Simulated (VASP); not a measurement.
Runs of VASP 6.6.1 on Ni. The structure is that of space group Im-3m (No. 229), or close to it. The cells are those of the table. 

```tsv
task	spin	cell	k mesh	cutoff (eV)	smearing	gap on the mesh (eV)	pressure (GPa)	moment (μB)
single point	collinear, ferromagnetic start	a = 2.321 Å, angles 109.5°, 1 atom	18 × 18 × 18	600	fermi-dirac 0.05 eV	none	20.6	0.00
single point	collinear, ferromagnetic start	a = 2.386 Å, angles 109.5°, 1 atom	16 × 16 × 16	520	fermi-dirac 0.05 eV	none	-0.1	0.53
single point	off	a = 2.283 Å, angles 109.5°, 1 atom	18 × 18 × 18	520	fermi-dirac 0.1 eV	none	38.9	-
single point	collinear, ferromagnetic start	a = 2.287 Å, angles 109.5°, 1 atom	18 × 18 × 18	600	fermi-dirac 0.05 eV	none	36.4	0.00
single point	collinear, ferromagnetic start	a = 2.418 Å, angles 109.5°, 1 atom	18 × 18 × 18	600	fermi-dirac 0.05 eV	none	-7.9	(b)
single point	off	a = 2.445 Å, angles 109.5°, 1 atom	18 × 18 × 18	520	fermi-dirac 0.1 eV	none	-14.3	-
single point	collinear, ferromagnetic start	a = 2.386 Å, angles 109.5°, 1 atom	26 × 26 × 26	520	fermi-dirac 0.05 eV	none	0.0	0.53
single point	collinear, ferromagnetic start	a = 2.478 Å, angles 109.5°, 1 atom	18 × 18 × 18	600	fermi-dirac 0.05 eV	none	(c)	0.59
single point	off	a = 2.414 Å, angles 109.5°, 1 atom	18 × 18 × 18	520	fermi-dirac 0.1 eV	none	(a)	-
relaxation of cell and atoms	collinear, ferromagnetic start	relaxed from a = 2.422 Å, angles 109.5°, 1 atom	16 × 16 × 16	600	fermi-dirac 0.05 eV	none	-0.1	0.53
single point	off	a = 2.383 Å, angles 109.5°, 1 atom	26 × 26 × 26	520	fermi-dirac 0.1 eV	none	0.0	-
single point	off	a = 2.351 Å, angles 109.5°, 1 atom	18 × 18 × 18	520	fermi-dirac 0.1 eV	none	10.0	-
```

Alike in all rows: level PBEsol; potentials or basis VASP PAW PBE potentials, release 64 (Ni).

Estimate the missing entries.

(a) -8.0; (b) 0.56; (c) -19.0.

Caveats: the PAW data sets were made with another functional, which shifts forces and pressure a little.

A gap of «none» marks levels without a gap at the run's occupations.
